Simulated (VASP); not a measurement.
Set up this calculation in VASP 6.6.1, as the native input.

```
Task                   : relaxation of the atoms
Functional             : PBE
Potentials or basis    : VASP PAW PBE potentials, release 64 (V_sv)
Cutoff                 : 450 eV
k mesh                 : 6 × 6 × 6
Occupations            : gaussian, width 0.1 eV
Spin                   : collinear spin, ferromagnetic start
Starting moments       : [0.51] μB
Dipole correction      : no
Further INCAR settings : ALGO = Normal; EDIFF = 1e-07; IBRION = 2; EDIFFG = -0.004; NSW = 30
```

The structure of V lies in POSCAR:

```
V
1.0
   -1.5130000000      1.5130000000      1.5130000000
    1.5130000000     -1.5130000000      1.5130000000
    1.5130000000      1.5130000000     -1.5130000000
V
1
Direct
    0.0000000000      0.0000000000      0.0000000000
```

These files were run (other wordings do the same):

INCAR

```
SYSTEM = V
PREC = Accurate ; ENCUT = 450
EDIFF = 1E-7 ; ISMEAR = 0
SIGMA = 0.1 ; LREAL = .False.
LASPH = .True. ; NELM = 200
ALGO = Normal ; ISIF = 2
LWAVE = .False. ; LCHARG = .False.
ISPIN = 2 ; MAGMOM = 0.51
LORBIT = 11 ; LMAXMIX = 4
GGA = PE ; IBRION = 2
NSW = 30 ; EDIFFG = -0.004
GGA_COMPAT = .False. ; NELMIN = 4
```

KPOINTS

```
regular mesh
0
Gamma
  6 6 6
  0 0 0
```

Potentials or basis: VASP PAW PBE potentials, release 64 (V_sv).

Command:

```sh
$ cat potpaw_PBE.64/V_sv/POTCAR > POTCAR
$ mpirun -np 1 vasp_std > vasp.out
```

Results of the run:

* Pressure after relaxing: -4.2 GPa
* Net moment: 0.62 μB per cell
* Site moments: V +0.49 μB
* Valence electrons inside the program's atomic spheres: V 11.61

Caveat: the k points lie up to 0.49 Å⁻¹ apart; the relaxation stopped at its first step, so nothing moved.

Wall time 11 s on 1 thread of AMD EPYC 7R43 64-Core Processor (Zen 3), on a shared host, peak memory 0.08 GiB.
